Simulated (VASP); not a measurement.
**CdI2: single point with PBEsol**

The system is CdI2.

```
Cd I
1.0
    -4.22143    0.00000    0.00000
    -2.11072   -3.65587    0.00000
     0.00000    0.00000   13.79778
Cd I
2 4
Direct
  0.00000 0.00000 0.25272
  0.00000 0.00000 0.75815
  0.33333 0.33333 0.88162
  0.33333 0.33333 0.37619
  0.66667 0.66667 0.12925
  0.66667 0.66667 0.63468
```

This cell differs from its parent crystal: the distance across one plane changed.

| Item | Value |
| --- | --- |
| Program | VASP 6.6.1 |
| Task | single point |
| Functional | PBEsol |
| Potentials or basis | VASP PAW PBE potentials, release 64 (Cd, I) |
| Cutoff | 500 eV |
| k mesh | 7 × 7 × 2 |
| Occupations | gaussian, width 0.05 eV |
| Spin | no spin polarisation |
| Dipole correction | no |
| Further INCAR settings | ALGO = Normal; EDIFF = 1e-06; NBANDS = 35 |

* Pressure: 0.2 GPa
* Largest force: 0.026 eV/Å
* Band gap on the k mesh: 2.35 eV

Forces in eV/Å, atoms in the order of the input:
```
Cd   0.000  0.000  0.004
Cd   0.000  0.000 -0.004
I    0.000  0.000  0.002
I    0.000  0.000  0.026
I    0.000  0.000 -0.002
I    0.000  0.000 -0.026
```

Levels at points of the mesh, in eV from the valence-band top:
```tsv
k point	band 24	band 25	band 26	band 27	band 28	band 29
(0.00, 0.00, 0.00)	-0.15	-0.01	-0.01	2.42	3.56	4.32
(0.00, 0.00, 0.50)	-0.07	-0.06	-0.06	3.01	3.05	4.35
```

It took 2.2 min on 1 thread of Intel Xeon 8259CL, on a shared host, peak memory 0.36 GiB.

Caveat: the cell differs from its parent crystal (the distance across one plane changed); the PAW data sets were made with another functional, which shifts forces and pressure a little; spin-orbit coupling is left out, which moves the levels of the heavy elements; this functional lacks dispersion, which binds layers or chains, so the pressure and a relaxed spacing across them are unreliable. A k mesh can miss the band edges.
